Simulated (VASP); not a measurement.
Crystal: VPdCl4.

```
V Pd Cl
1.0
     5.45265    0.00000    0.00000
     0.00000    5.45265    0.00000
     0.00000    0.00000    5.07056
V Pd Cl
1 1 4
Direct
  0.00000 0.00000 0.00000
  0.50000 0.50000 0.00000
  0.00000 0.50000 0.21503
  0.50000 0.00000 0.21503
  0.00000 0.50000 0.78497
  0.50000 0.00000 0.78497
```

The cell was generated, and may not be a known phase.

| Quantity | Value |
| --- | --- |
| Program | VASP 6.6.1 |
| Task | relaxation of cell and atoms |
| Functional | PBE |
| Potentials or basis | VASP PAW PBE potentials, release 64 (V_sv, Pd, Cl) |
| Cutoff | 600 eV |
| k mesh | 2 × 2 × 3 |
| Occupations | gaussian, width 0.15 eV |
| Spin | collinear spin, ferromagnetic start |
| Starting moments | [2.0, 0.0, 0.0, 0.0, 0.0, 0.0] μB |

At the start: pressure 2.6 GPa; volume 25.13 Å³/atom.

Q: How do energy, volume and symmetry change on relaxing?

A: Over 17 steps the energy falls by 963.7 meV/atom and the volume is 22.96 Å³/atom (-8.6 %); space group P4/mmm (No. 123, to 0.1 Å) before and after; moment 1.05 μB per cell.

Step by step:
| step | energy change (eV) | largest force (eV/Å) | pressure (GPa) | volume (Å³) |
| --- | --- | --- | --- | --- |
| 1 | 0.0000 | 4.9900 | 2.61 | 150.75 |
| 2 | -3.4458 | 1.3295 | -7.08 | 157.12 |
| 3 | -3.4404 | 1.1780 | -6.84 | 156.88 |
| 4 | -5.0774 | 1.3127 | -4.34 | 133.87 |
| 5 | -5.3240 | 1.2455 | -1.58 | 125.45 |
| 6 | -5.3344 | 1.2089 | -0.55 | 123.18 |
| 7 | -5.5547 | 0.5242 | 1.85 | 121.20 |
| 8 | -5.5758 | 0.1729 | 3.11 | 120.37 |
| 9 | -5.6910 | 0.0491 | 0.71 | 127.38 |
| 10 | -5.7079 | 0.0171 | -0.58 | 132.46 |
| 11 | -5.7614 | 0.1243 | -0.38 | 133.71 |
| 12 | -5.7676 | 0.1911 | -0.22 | 134.26 |
| 13 | -5.7741 | 0.0291 | 0.57 | 133.73 |
| 14 | -5.7741 | 0.0323 | 0.55 | 133.74 |
| 15 | -5.7790 | 0.0126 | 0.22 | 135.56 |
| 16 | -5.7794 | 0.0296 | 0.09 | 136.21 |
| 17 | -5.7820 | 0.0475 | -0.26 | 137.77 |

Final structure:
```yaml
crystal:
  lattice:
    - [4.49606, 0.00000, 0.00000]
    - [0.00000, 4.49606, 0.00000]
    - [0.00000, 0.00000, 6.81551]
  atoms:
    - { symbol: V, position: [0.00000, 0.00000, 0.00000] }
    - { symbol: Pd, position: [0.50000, 0.50000, 0.00000] }
    - { symbol: Cl, position: [0.00000, 0.50000, 0.21945] }
    - { symbol: Cl, position: [0.50000, 0.00000, 0.21945] }
    - { symbol: Cl, position: [0.00000, 0.50000, 0.78055] }
    - { symbol: Cl, position: [0.50000, 0.00000, 0.78055] }
```

Caveat: the k points lie up to 0.70 Å⁻¹ apart in the final cell; a cell axis changed by over 15 % at a fixed basis, so the end point is rough; this functional lacks dispersion, which binds layers or chains, so the pressure and a relaxed spacing across them are unreliable; the relaxation stopped at a loose force limit of 0.08 eV/Å, so its end isn't a converged minimum.
